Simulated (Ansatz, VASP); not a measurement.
Two plane-wave programs on Sn3C

Contents of INCAR:

```
SYSTEM = Sn3C
ALGO = Normal
EDIFF = 1E-6
ENCUT = 520
GGA = PE
ISIF = 2
ISMEAR = 0
LASPH = .True.
LCHARG = .False.
LREAL = .False.
LWAVE = .False.
NBANDS = 56
NELM = 100
PREC = Accurate
SIGMA = 0.1
```

The input KPOINTS:

```
k-points
0
Gamma
  8 8 8
  0 0 0
```

Contents of POSCAR:

```
Sn3C
1.0
    5.6900926372      0.0000000000      0.0000000000
    0.0000000000      5.6900926372      0.0000000000
    0.0000000000      0.0000000000      5.6900926372
Sn C
6 2
Direct
    0.2500000000      0.0000000000      0.5000000000
    0.5000000000      0.7500000000      0.0000000000
    0.7500000000      0.0000000000      0.5000000000
    0.5000000000      0.2500000000      0.0000000000
    0.0000000000      0.5000000000      0.7500000000
    0.0000000000      0.5000000000      0.2500000000
    0.0000000000      0.0000000000      0.0000000000
    0.5000000000      0.5000000000      0.5000000000
```

Input for Ansatz:

```yaml
crystal:
  lattice:
    - [5.6900926372, 0.0, 0.0]
    - [0.0, 5.6900926372, 0.0]
    - [0.0, 0.0, 5.6900926372]
  atoms:
    - { symbol: Sn, position: [0.25, 0.0, 0.5] }
    - { symbol: Sn, position: [0.5, 0.75, 0.0] }
    - { symbol: Sn, position: [0.75, 0.0, 0.5] }
    - { symbol: Sn, position: [0.5, 0.25, 0.0] }
    - { symbol: Sn, position: [0.0, 0.5, 0.75] }
    - { symbol: Sn, position: [0.0, 0.5, 0.25] }
    - { symbol: C, position: [0.0, 0.0, 0.0] }
    - { symbol: C, position: [0.5, 0.5, 0.5] }
basis:
  ecutwfc: 420
kpoints:
  mp_grid: { grid: [8, 8, 8] }
hamiltonian:
  xc: pbe
scf:
  occupations: { method: gaussian, width: 0.1 }
  lower_state_search: standard
  mixing: { algorithm: msr1, beta: 0.05, ndim: 16 }
output:
  forces: true
  eigenvalues: true
  stress: true
```

Alike in both runs: task single point; functional PBE; k mesh 8 × 8 × 8; occupations gaussian, width 0.1 eV; no spin polarisation.

```csv
,VASP,Ansatz
version,VASP 6.6.1,Ansatz 0.2.0
potentials or method,"VASP PAW PBE potentials, release 64 (Sn_d, C), cutoff 520 eV","scalar-relativistic, plane waves, PAW"
valence electrons in the cell,92,92
```

```csv
,VASP,Ansatz,Ansatz less VASP
gap on the k mesh at the Fermi level (eV),none,none,-
pressure (GPa),-0.1,0.0,+0.11
```

A gap of «none» marks a metal or a gap that the smearing closes.
